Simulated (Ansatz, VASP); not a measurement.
One calculation of Rh, two programs

File INCAR:

```
PREC = Accurate
ENCUT = 520
EDIFF = 1E-6
ISMEAR = 0
SIGMA = 0.15
LREAL = False
LASPH = True
NELM = 60
ALGO = Fast
ISIF = 2
LWAVE = False
LCHARG = False
GGA = PS
NBANDS = 14
```

File KPOINTS:

```
Automatic mesh
0
Gamma
  22 22 22
```

The input POSCAR:

```
Rh
1.0
    0.0000000000      1.8540112500      1.8064725000
    1.8540112500      0.0000000000      1.8064725000
    1.8540112500      1.8540112500      0.0000000000
Rh
1
Direct
    0.0000000000      0.0000000000      0.0000000000
```

Input for Ansatz:

```yaml
crystal:
  lattice:
    - [0.0, 1.85401125, 1.8064725]
    - [1.85401125, 0.0, 1.8064725]
    - [1.85401125, 1.85401125, 0.0]
  atoms:
    - { symbol: Rh, position: [0.0, 0.0, 0.0] }
basis:
  ecutwfc: 420
kpoints:
  mp_grid: { grid: [22, 22, 22] }
hamiltonian:
  xc: pbesol
scf:
  occupations: { method: gaussian, width: 0.15 }
output:
  forces: true
  stress: true
  eigenvalues: true
```

Change from the starting cell: strain -0.025 along x and y, -0.050 along z, atoms carried along.

Alike in both runs: task single point; functional PBEsol; k mesh 22 × 22 × 22; occupations gaussian, width 0.15 eV; no spin polarisation.

```csv
,VASP,Ansatz
version,VASP 6.6.1,Ansatz 0.2.0
potentials or method,"VASP PAW PBE potentials, release 64 (Rh_pv), cutoff 520 eV","scalar-relativistic, plane waves, PAW"
valence electrons in the cell,15,17
```

|  | VASP | Ansatz | Ansatz less VASP |
| --- | --- | --- | --- |
| gap on the k mesh at the Fermi level (eV) | none | none | - |
| pressure (GPa) | 30.7 | 30.8 | +0.13 |
| traceless stress, the component that is largest in VASP (GPa) | 5.54 | 5.55 | +0.005 |

VASP's potentials were made for PBE, not for PBEsol. A gap of «none» marks a metal or a gap that the smearing closes. Both programs put the cell under a high pressure, so it lies far from rest at this level. VASP's potentials hold 15 valence electrons a cell and Ansatz's 17, so a difference there can come from the potentials and not from the codes.
